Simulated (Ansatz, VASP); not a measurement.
**Two plane-wave programs on Ga3AsP2**

Contents of POSCAR:

```
Ga3AsP2
1.0
    3.9059637242      0.0000000000      0.0000000000
   -1.9529818621      3.3826638115      0.0000000000
    0.0000000000      0.0000000000      9.5621795860
P As Ga
2 1 3
Direct
    0.0000000000      0.0000000000      0.0030602822
    0.3333333333      0.6666666667      0.3305233902
    0.6666666667      0.3333333333      0.6663422599
    0.3333333333      0.6666666667      0.0832499794
    0.6666666667      0.3333333333      0.4103402512
    0.0000000000      0.0000000000      0.7564838371
```

INCAR.step1

```
  ALGO = Normal
  EDIFF = 1E-4
  ENCUT = 520
  GGA = PE
  ISMEAR = 0
  LASPH = T
  LCHARG = F
  LREAL = F
  LWAVE = T
  NBANDS = 36
  NELM = 60
  PREC = Accurate
  SIGMA = 0.01
```

INCAR.step2

```
  ALGO = Normal
  EDIFF = 1E-7
  ENCUT = 520
  ISIF = 2
  ISMEAR = 0
  ISTART = 1
  LASPH = T
  LCHARG = F
  LMIXTAU = T
  LREAL = F
  LWAVE = F
  METAGGA = R2SCAN
  NBANDS = 36
  NELM = 60
  PREC = Accurate
  SIGMA = 0.01
```

Contents of KPOINTS:

```
k-points
0
Gamma
  12 12 4
```

Input for Ansatz:

```yaml
crystal:
  lattice:
    - [3.9059637242, 0.0, 0.0]
    - [-1.9529818621, 3.3826638115, 0.0]
    - [0.0, 0.0, 9.562179586]
  atoms:
    - { symbol: P, position: [0.0, 0.0, 0.0030602822] }
    - { symbol: P, position: [0.3333333333, 0.6666666667, 0.3305233902] }
    - { symbol: As, position: [0.6666666667, 0.3333333333, 0.6663422599] }
    - { symbol: Ga, position: [0.3333333333, 0.6666666667, 0.0832499794] }
    - { symbol: Ga, position: [0.6666666667, 0.3333333333, 0.4103402512] }
    - { symbol: Ga, position: [0.0, 0.0, 0.7564838371] }
kpoints:
  mp_grid: { grid: [12, 12, 4] }
  band_path:
    path:
      - [0.0, 0.0, 0.0]
      - [0.5, 0.0, 0.0]
      - [0.3333333333, 0.3333333333, 0.0]
      - [0.0, 0.0, 0.5]
      - [0.5, 0.0, 0.5]
      - [0.3333333333, 0.3333333333, 0.5]
    npoints: 1
hamiltonian:
  xc: r2scan
scf:
  occupations: { method: fixed }
  n_extra_bands: 5
output:
  forces: true
  stress: true
  eigenvalues: true
  write_density: true
  write_potential: true
  elf: true
  volumetric_format: npy
```

Alike in both runs: task single point; functional r2SCAN; k mesh 12 × 12 × 4; no spin polarisation.

```csv
,VASP,Ansatz
version,VASP 6.6.1,Ansatz 0.2.0
potentials or method,"VASP PAW PBE potentials, release 64 (P, As, Ga_d)","plane waves, PAW"
plane-wave cutoff (eV),520,500
occupations,"gaussian, width 0.01 eV",fixed
valence electrons in the cell,54,64
```

VASP gave:

| Property | Result |
| --- | --- |
| gap on the k mesh at the Fermi level (eV) | 1.62 |
| pressure (GPa) | 0.0 |
| traceless stress, the component that is largest in VASP (GPa) | 0.09 |
| rms of the force components (eV/Å) | 0.006 |

Problem. Which values does Ansatz return?

Solution. gap on the k mesh at the Fermi level (eV): 1.63; pressure (GPa): 0.0; traceless stress, the component that is largest in VASP (GPa): 0.09; rms of the force components (eV/Å): 0.001.

VASP's potentials were made for PBE, not for r2SCAN. Atom by atom the forces differ by 0.005 eV/Å (rms over components). VASP's potentials hold 54 valence electrons a cell and Ansatz's 64, so a difference there can come from the potentials and not from the codes.
